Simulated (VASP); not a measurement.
# TiO2 in VASP: further runs

The runs below take TiO2 through single point, with PBE, r2SCAN.

All numbers are computed with VASP 6.6.1; they aren't measurements. Logs are shortened: lines on timing, memory, paths and dates and some standing lists are left out, and cuts for length are marked.

## Step 1: The cell of the first run

The structure is cubic, space group Fm-3m (No. 225). Conventional cell: a = 4.794 Å, b = 4.794 Å, c = 4.794 Å, α = 90.00°, β = 90.00°, γ = 90.00°. Within 2.7 Å of Ti (site symmetry m-3m) lie 8 O at 2.08 Å. Within 2.7 Å of O (site symmetry -43m) lie 4 Ti at 2.08 Å and 6 O at 2.40 Å.

## Step 2: Single point, PBE

Contents of INCAR:

```
SYSTEM = TiO2
  PREC = Accurate
  ENCUT = 520
  EDIFF = 1E-7
  ISMEAR = -1
  SIGMA = 0.02
  LREAL = .FALSE.
  LASPH = .TRUE.
  NELM = 80
  ALGO = Normal
  ISIF = 2
  LWAVE = .FALSE.
  LCHARG = .FALSE.
  GGA = PE
  NBANDS = 19
```

Contents of KPOINTS:

```
regular mesh
0
G
  10 10 10
  0 0 0
```

Contents of POSCAR:

```
TiO2
1.0
    0.0000000000      2.3968272525      2.3968272525
    2.3968272525      0.0000000000      2.3968272525
    2.3968272525      2.3968272525      0.0000000000
Ti O
1 2
Direct
    0.0000000000      0.0000000000      0.0000000000
    0.2500000000      0.2500000000      0.2500000000
    0.7500000000      0.7500000000      0.7500000000
```

Potentials or basis: VASP PAW PBE potentials, release 64 (Ti_sv, O).

Started as:

```console
cat potpaw_PBE.64/Ti_sv/POTCAR potpaw_PBE.64/O/POTCAR > POTCAR
mpirun -np 1 vasp_std > vasp.out
```

OUTCAR:

```text
SYSTEM = TiO2
   PREC = Accurate
   ENCUT = 520
   EDIFF = 1E-7
   ISMEAR = -1
   LREAL = .FALSE.
   LASPH = .TRUE.
   NELM = 80
   ISIF = 2
   GGA = PE

 ion  position               nearest neighbor table
   1  0.000  0.000  0.000-   2 2.08   3 2.08   3 2.08   3 2.08   3 2.08   2 2.08   2 2.08   2 2.08

   2  0.250  0.250  0.250-   1 2.08   1 2.08   1 2.08   1 2.08
   3  0.750  0.750  0.750-   1 2.08   1 2.08   1 2.08   1 2.08

  LATTYP: Found a face centered cubic cell.
 ALAT       =     4.7936545050

  Lattice vectors:

 A1 = (   0.0000000000,   2.3968272525,   2.3968272525)
 A2 = (   2.3968272525,   0.0000000000,   2.3968272525)
 A3 = (   2.3968272525,   2.3968272525,   0.0000000000)

Analysis of symmetry for initial positions (statically):
=====================================================================
 Subroutine PRICEL returns:
 Original cell was already a primitive cell.

 Routine SETGRP: Setting up the symmetry group for a
 face centered cubic supercell.

 Subroutine GETGRP returns: Found 48 space group operations
 (whereof 48 operations were pure point group operations)
 out of a pool of 48 trial point group operations.

The static configuration has the point symmetry O_h .

Analysis of symmetry for dynamics (positions and initial velocities):
=====================================================================
 Subroutine PRICEL returns:
 Original cell was already a primitive cell.

 Routine SETGRP: Setting up the symmetry group for a
 face centered cubic supercell.

 Subroutine GETGRP returns: Found 48 space group operations
 (whereof 48 operations were pure point group operations)
 out of a pool of 48 trial point group operations.

The dynamic configuration has the point symmetry O_h .

 Subroutine INISYM returns: Found 48 space group operations
 (whereof 48 operations are pure point group operations),
 and found     1 'primitive' translations

----------------------------------------------------------------------------------------

                                     Primitive cell

  volume of cell :      27.5385

  direct lattice vectors                    reciprocal lattice vectors
     0.000000000  2.396827253  2.396827253    -0.208609110  0.208609110  0.208609110
     2.396827253  0.000000000  2.396827253     0.208609110 -0.208609110  0.208609110
     2.396827253  2.396827253  0.000000000     0.208609110  0.208609110 -0.208609110

  length of vectors
     3.389625607  3.389625607  3.389625607     0.361321577  0.361321577  0.361321577

  position of ions in fractional coordinates (direct lattice)
     0.000000000  0.000000000  0.000000000
     0.250000000  0.250000000  0.250000000
     0.750000000  0.750000000  0.750000000

  ion indices of the primitive-cell ions
   primitive index   ion index
                 1           1
                 2           2
                 3           3

----------------------------------------------------------------------------------------

 KPOINTS: regular mesh

Automatic generation of k-mesh.
 Grid dimensions read from file:
 generate k-points for:   10   10   10

 Generating k-lattice:

  Cartesian coordinates                     Fractional coordinates (reciprocal lattice)
    -0.020860911  0.020860911  0.020860911     0.100000000  0.000000000  0.000000000
     0.020860911 -0.020860911  0.020860911     0.000000000  0.100000000  0.000000000
     0.020860911  0.020860911 -0.020860911     0.000000000  0.000000000  0.100000000

  Length of vectors
     0.036132158  0.036132158  0.036132158

  Shift w.r.t. Gamma in fractional coordinates (k-lattice)
     0.000000000  0.000000000  0.000000000

 Subroutine IBZKPT returns following result:
 ===========================================

 Found     47 irreducible k-points:

 Following reciprocal coordinates:
            Coordinates               Weight
  0.000000  0.000000  0.000000      1.000000
  0.100000  0.000000  0.000000      8.000000
  0.200000  0.000000  0.000000      8.000000
  0.300000  0.000000  0.000000      8.000000
  0.400000  0.000000  0.000000      8.000000
  0.500000  0.000000  0.000000      4.000000
[... 16 lines left out ...]
  0.300000  0.300000  0.000000      6.000000
  0.400000  0.300000  0.000000     24.000000
 [... further k-points ...]
   k-points           NKPTS =     47   k-points in BZ     NKDIM =     47   number of bands    NBANDS=     19
   number of dos      NEDOS =    301   number of ions     NIONS =      3
   total plane-waves  NPLWV =  21952
   dimension x,y,z NGX =    28 NGY =   28 NGZ =   28
   dimension x,y,z NGXF=    56 NGYF=   56 NGZF=   56
   ions per type =               1   2
   NGX,Y,Z   is equivalent  to a cutoff of  13.73, 13.73, 13.73 a.u.
   NGXF,Y,Z  is equivalent  to a cutoff of  27.47, 27.47, 27.47 a.u.
 SYSTEM =  TiO2
   PREC   = accura    normal or accurate (medium, high low for compatibility)
   ISTART =      0    job   : 0-new  1-cont  2-samecut
   ICHARG =      2    charge: 1-file 2-atom 10-const
   ISPIN  =      1    spin polarized calculation?
   LNONCOLLINEAR =      F non collinear calculations
   LSORBIT =      F    spin-orbit coupling
   LASPH  =      T    aspherical Exc in radial PAW
   ENCUT  =  520.0 eV  38.22 Ry    6.18 a.u.   6.30  6.30  6.30*2*pi/ulx,y,z
   NELM   =     80;   NELMIN=  2; NELMDL= -5     # of ELM steps
   EDIFF  = 0.1E-06   stopping-criterion for ELM
   LREAL  =      F    real-space projection
   EDIFFG = 0.1E-05   stopping-criterion for IOM
   NSW    =      0    number of steps for IOM
   IBRION =     -1    ionic relax: 0-MD 1-quasi-New 2-CG
   NFREE  =      0    steps in history (QN), initial steepest desc. (CG)
   ISIF   =      2    stress and relaxation
   ISYM   =      2    0-nonsym 1-usesym 2-fastsym
   POTIM  = 0.5000    time-step for ionic-motion
   TEBEG  =    0.0;   TEEND  =   0.0 temperature during run
   PSTRESS=    0.0 pullay stress
   NELECT =      24.0000    total number of electrons
   NUPDOWN=      -1.0000    fix difference up-down
   EMIN   =  10.00;   EMAX   =-10.00  energy-range for DOS
   EFERMI =   0.00;   METHOD = LEGACY
   ISMEAR =    -1;   SIGMA  =   0.02  broadening in eV -4-tet -1-fermi 0-gaus
   EFERMI_NEDOS =   21; number of points for ismear=-14 and -15
   IALGO  =     38    algorithm
   IMIX   =      4    mixing-type and parameters
     AMIX     =   0.40;   BMIX     =  1.00
     AMIX_MAG =   1.60;   BMIX_MAG =  1.00
  volume/ion in A,a.u.               =       9.18        61.95
  Fermi-wavevector in a.u.,A,eV,Ry     =   1.563742  2.955044 33.270189  2.445290
  Thomas-Fermi vector in A             =   2.666469
   LORBIT       =      0    0 simple, 1 ext, 2 COOP (PROOUT), +10 PAW based schemes
   GGA     = PE    functional components
   LHFCALC =     F    Hartree Fock is set to
   AEXX    =    0.0000 exact exchange contribution
   IVDW    =     0    specifies the selected vdW correction
   LEPSILON=     F    determine dielectric tensor
   LRPA    =     F    only Hartree local field effects (RPA)
 non-spin polarized calculation
  energy-cutoff  :      520.00
  volume of cell :       27.54
 maximum number of plane-waves:       754
 NGX is ok and might be reduce to    28
   NGX = 13   NGY = 13   NGZ = 13

 number of electron      23.9999996 magnetization

 Free energy of the ion-electron system (eV)
  ---------------------------------------------------
  ext. energy  EPLUGINS =         0.00000000
  ---------------------------------------------------
  free energy    TOTEN  =       -26.01716174 eV

  energy without entropy =      -26.01716174  energy(sigma->0) =      -26.01716174

 E-fermi :   7.9635     XC(G=0): -12.2434

 val. band max:        7.3967572002   @ k =   0.5000   0.5000   0.0000
 cond. band min:       8.5235455006   @ k =   0.0000   0.0000   0.0000
 fundamental gap:      1.1267883003
 Fermi energy:         7.9635216313

 k-point     1 :       0.0000    0.0000    0.0000
  band No.  band energies     occupation
      1     -50.3620      2.00000
      2     -26.4484      2.00000
      3     -26.4484      2.00000
      4     -26.4484      2.00000
      5     -12.3272      2.00000
      6      -8.4942      2.00000
[... 11 lines left out ...]
     18      15.0819      0.00000
     19      21.6305      0.00000

 k-point     2 :       0.1000    0.0000    0.0000
  band No.  band energies     occupation
      1     -50.3598      2.00000
      2     -26.4737      2.00000
      3     -26.4514      2.00000
      4     -26.4514      2.00000
      5     -12.2071      2.00000
      6      -8.6381      2.00000
[... 11 lines left out ...]
     18      15.4359      0.00000
     19      21.5481      0.00000

 k-point     3 :       0.2000    0.0000    0.0000
  band No.  band energies     occupation
      1     -50.3539      2.00000
      2     -26.5390      2.00000
      3     -26.4592      2.00000
      4     -26.4592      2.00000
      5     -11.8771      2.00000
      6      -8.9969      2.00000
[... 11 lines left out ...]
     18      16.3419      0.00000
     19      21.3959      0.00000

 k-point     4 :       0.3000    0.0000    0.0000
  band No.  band energies     occupation
      1     -50.3467      2.00000
      2     -26.6179      2.00000
      3     -26.4687      2.00000
      4     -26.4687      2.00000
      5     -11.4254      2.00000
      6      -9.4290      2.00000
[... 407 lines left out ...]
     18      17.5667      0.00000
     19      21.7153      0.00000

 k-point    23 :       0.3000    0.3000    0.0000
  band No.  band energies     occupation
      1     -50.3416      2.00000
      2     -26.6269      2.00000
      3     -26.4983      2.00000
      4     -26.4983      2.00000
      5     -11.1209      2.00000
      6      -9.5967      2.00000
[... 11 lines left out ...]
     18      17.3132      0.00000
     19      21.3940      0.00000

 k-point    24 :       0.4000    0.3000    0.0000
  band No.  band energies     occupation
      1     -50.3370      2.00000
      2     -26.6615      2.00000
      3     -26.5165      2.00000
      4     -26.5071      2.00000
      5     -10.7935      2.00000
      6      -9.8176      2.00000
[... 11 lines left out ...]
     18      17.9851      0.00000
     19      21.6483      0.00000

 [... further k-points ...]

------------------------ aborting loop because EDIFF is reached ----------------------------------------

  FORCE on cell =-STRESS in cart. coord.  units (eV):
  Direction    XX          YY          ZZ          XY          YZ          ZX
  --------------------------------------------------------------------------------------
  -------------------------------------------------------------------------------------
  Total        1.1614459      1.1614459      1.1614459     -0.0000000      0.0000000      0.0000000
  in kB       67.5724025     67.5724025     67.5724025     -0.0000000      0.0000000      0.0000000
  external PRESSURE =      67.5724025 kB  Pullay stress =       0.0000000 kB

 VOLUME and BASIS-vectors are now :
 -----------------------------------------------------------------------------
  energy-cutoff  :      520.00
  volume of cell :       27.54
      direct lattice vectors                 reciprocal lattice vectors
     0.000000000  2.396827253  2.396827253    -0.208609110  0.208609110  0.208609110
     2.396827253  0.000000000  2.396827253     0.208609110 -0.208609110  0.208609110
     2.396827253  2.396827253  0.000000000     0.208609110  0.208609110 -0.208609110

 POSITION                                       TOTAL-FORCE (eV/Angst)
 -----------------------------------------------------------------------------------
      0.00000      0.00000      0.00000        -0.000000     -0.000000     -0.000000
      1.19841      1.19841      1.19841         0.000000      0.000000      0.000000
      3.59524      3.59524      3.59524        -0.000000     -0.000000     -0.000000
 -----------------------------------------------------------------------------------
    total drift:                               -0.000000     -0.000000      0.000000

  FREE ENERGIE OF THE ION-ELECTRON SYSTEM (eV)
  ---------------------------------------------------
  free  energy   TOTEN  =       -26.0171617379 eV

  energy  without entropy=      -26.0171617379  energy(sigma->0) =      -26.01716174
```

It took 51 s on 1 thread of Intel Xeon 8259CL, shared host; peak memory 0.17 GiB.

Results:

```
Free energy            : -26.0172 eV
Pressure               : 6.8 GPa
Band gap on the k mesh : 1.13 eV (least direct gap 1.84 eV)
```

Caveat: the cell stands under pressure. A k mesh can miss the band edges.

(Continued in part 2 of 2.)
